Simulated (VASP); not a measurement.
Wanted: the native input for a VASP 6.6.1 run.

```yaml
Task: relaxation of cell and atoms
Functional: PBEsol
Dispersion: D3(BJ)
Potentials_or_basis: VASP PAW PBE potentials, release 64 (Co_sv)
Cutoff: 690 eV
k_mesh: 12 × 12 × 7
Occupations: fermi-dirac, width 0.05 eV
Spin: collinear spin, ferromagnetic start
Starting_moments: "[2.0, 2.0] μB"
Dipole_correction: no
Further_INCAR_settings: ALGO = Normal; EDIFF = 1e-07; IBRION = 2; EDIFFG = -0.01; NSW = 60; ISIF = 3
```

The structure of Co lies in POSCAR:

```
Co
1.0
    2.4719999032      0.0000000000      0.0000000000
   -1.2359999516      2.1408147143      0.0000000000
    0.0000000000      0.0000000000      4.0211440800
Co
2
Direct
    0.6666666667      0.3333333333      0.7500000000
    0.3333333333      0.6666666667      0.2500000000
```

One way to write it, as run:

INCAR

```
PREC = Accurate ; ENCUT = 690
EDIFF = 1E-7 ; ISMEAR = -1
SIGMA = 0.05 ; LREAL = F
LASPH = T ; NELM = 200
ALGO = Normal ; ISIF = 3
LWAVE = F ; LCHARG = F
ISPIN = 2 ; MAGMOM = 2 2
LORBIT = 11 ; LMAXMIX = 4
GGA = PS ; IVDW = 12
IBRION = 2 ; NSW = 60
EDIFFG = -0.01 ; GGA_COMPAT = F
NELMIN = 4
```

KPOINTS

```
regular mesh
0
Gamma
  12 12 7
```

Potentials or basis: VASP PAW PBE potentials, release 64 (Co_sv).

Command:

```sh
$ cat potpaw_PBE.64/Co_sv/POTCAR > POTCAR
$ mpirun -np 1 vasp_std > vasp.out
```

It gave:

```json
{"Relaxed volume": "10.06 Å³/atom", "Relaxed cell": "a = 2.433 Å, b = 2.433 Å, c = 3.927 Å, α = 90.00°, β = 90.00°, γ = 120.00°", "Space group after relaxing (to 0.1 Å)": "P6_3/mmc (No. 194)", "Energy gained by relaxing": "24.7 meV/atom", "Ionic steps": "9", "Pressure after relaxing": "0.0 GPa", "Net moment": "3.05 μB per cell", "Site moments": "Co +1.58 μB", "Valence electrons inside the program's atomic spheres": "Co 15.12", "Dispersion energy per atom": "-0.410 eV"}
```

Caveat: the PAW data sets were made with another functional, which shifts forces and pressure a little.

Wall time 4.8 min on 1 thread of Intel(R) Xeon(R) 6975P-C (Granite Rapids) (shared host), peak memory 0.23 GiB.
